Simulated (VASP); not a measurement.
The system is Al2GaAs3.

```
Al Ga As
1.0
     3.85363    0.00000    0.00000
    -1.92681    3.33734    0.00000
     0.00000    0.00000    9.43942
Al Ga As
2 1 3
Direct
  0.33333 0.66667 0.66667
  0.66667 0.33333 0.33333
  0.00000 0.00000 0.00000
  0.00000 0.00000 0.75000
  0.33333 0.66667 0.41667
  0.66667 0.33333 0.08333
```

| Property | Result |
| --- | --- |
| Program | VASP 6.6.1 |
| Task | relaxation of cell and atoms |
| Functional | PBE |
| Potentials or basis | VASP PAW PBE potentials, release 64 (Al, Ga_d, As) |
| Cutoff | 600 eV |
| k mesh | 6 × 6 × 2 |
| Occupations | gaussian, width 0.1 eV |
| Spin | no spin polarisation |

At the start: pressure 14.2 GPa; volume 20.23 Å³/atom.

How do energy, volume and symmetry change on relaxing?

Over 5 steps the energy falls by 130.7 meV/atom and the volume is 23.61 Å³/atom (+16.7 %); space group P3m1 (No. 156, to 0.1 Å) before and after.

The path:
```tsv
step	energy change (eV)	largest force (eV/Å)	pressure (GPa)	volume (Å³)
1	0.0000	0.0843	14.20	121.40
2	-0.5465	0.0643	-4.97	155.70
3	-0.7837	0.0622	0.00	141.70
4	-0.7834	0.0622	-0.17	142.13
5	-0.7839	0.0362	0.03	141.64
```

Final structure:
```cif
data_structure
_symmetry_space_group_name_H-M 'P 1'
_symmetry_Int_Tables_number 1
_cell_length_a 4.0584
_cell_length_b 4.0584
_cell_length_c 9.9297
_cell_angle_alpha 90.000
_cell_angle_beta 90.000
_cell_angle_gamma 120.000
_cell_volume 141.64
loop_
_atom_site_label
_atom_site_type_symbol
_atom_site_fract_x
_atom_site_fract_y
_atom_site_fract_z
_atom_site_occupancy
Al1 Al 0.33333 0.66667 0.66693 1
Al2 Al 0.66667 0.33333 0.33341 1
Ga1 Ga 0.00000 0.00000 0.99987 1
As1 As 0.00000 0.00000 0.74944 1
As2 As 0.33333 0.66667 0.41651 1
As3 As 0.66667 0.33333 0.08384 1
```

Caveat: the volume moved by over 15 % at a fixed basis, so the end points are rough.
